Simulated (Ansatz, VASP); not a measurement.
**Two plane-wave programs on N**

Contents of POSCAR:

```
N
1.0
    3.6290016496      0.0000000000      0.0000000000
   -1.8145008248      3.1428076190      0.0000000000
    0.0000000000      0.0000000000      5.8900000000
N
2
Direct
    0.3948023091      0.7116650800      0.2500000000
    0.6666666667      0.3333333333      0.7500000000
```

Contents of INCAR.step1:

```
PREC = Accurate ; ENCUT = 520
ISMEAR = 0 ; SIGMA = 0.05
LREAL = F ; LASPH = T
NELM = 150 ; ISPIN = 2
MAGMOM = 3.2 3.2 ; NBANDS = 16
GGA = PE ; ALGO = Normal
EDIFF = 1E-4 ; LWAVE = T
LCHARG = F
```

INCAR.step2

```
PREC = Accurate ; ENCUT = 520
EDIFF = 1E-7 ; ISMEAR = 0
SIGMA = 0.05 ; LREAL = F
LASPH = T ; NELM = 150
ALGO = Normal ; ISIF = 2
LWAVE = F ; LCHARG = F
ISPIN = 2 ; MAGMOM = 3.2 3.2
LORBIT = 11 ; METAGGA = R2SCAN
LMIXTAU = T ; NBANDS = 16
ISTART = 1
```

KPOINTS

```
regular mesh
0
Gamma
  6 6 4
```

Input for Ansatz:

```yaml
crystal:
  lattice:
    - [3.6290016496, 0.0, 0.0]
    - [-1.8145008248, 3.142807619, 0.0]
    - [0.0, 0.0, 5.89]
  atoms:
    - { symbol: "N", position: [0.3948023091, 0.71166508, 0.25], spin: 3.2 }
    - { symbol: "N", position: [0.6666666667, 0.3333333333, 0.75], spin: 3.2 }
basis:
  ecutwfc: 500
kpoints:
  mp_grid: { grid: [6, 6, 4] }
hamiltonian:
  xc: r2scan
scf:
  occupations: { method: gaussian, width: 0.05 }
output:
  forces: true
  stress: true
  eigenvalues: true
  populations: true
  write_density: true
  write_potential: true
  elf: true
  volumetric_format: npy
magnetization:
  spin_polarized: true
```

Alike in both runs: task single point; functional r2SCAN; k mesh 6 × 6 × 4; occupations gaussian, width 0.05 eV; collinear spin.

```csv
,VASP,Ansatz
version,VASP 6.6.1,Ansatz 0.2.0
potentials or method,"VASP PAW PBE potentials, release 64 (N), cutoff 520 eV","scalar-relativistic, plane waves, PAW"
valence electrons in the cell,10,10
```

```tsv
	VASP	Ansatz	Ansatz less VASP
gap on the k mesh at the Fermi level (eV)	3.91	3.91	-0.004
least direct gap on the mesh (eV)	3.91	3.91	-0.004
pressure (GPa)	0.2	0.3	+0.15
rms of the force components (eV/Å)	0.005	0.005	-0.0002
net moment per atom (μB)	3.00	3.00	0.000
size of the moment on the site where the two differ most (μB)	1.99	2.90	+0.906
```

VASP's potentials were made for PBE, not for r2SCAN. Site moments also hang on the region over which each program counts them. Atom by atom the forces differ by 0.000 eV/Å (rms over components). Ansatz's warnings: stability check not made.
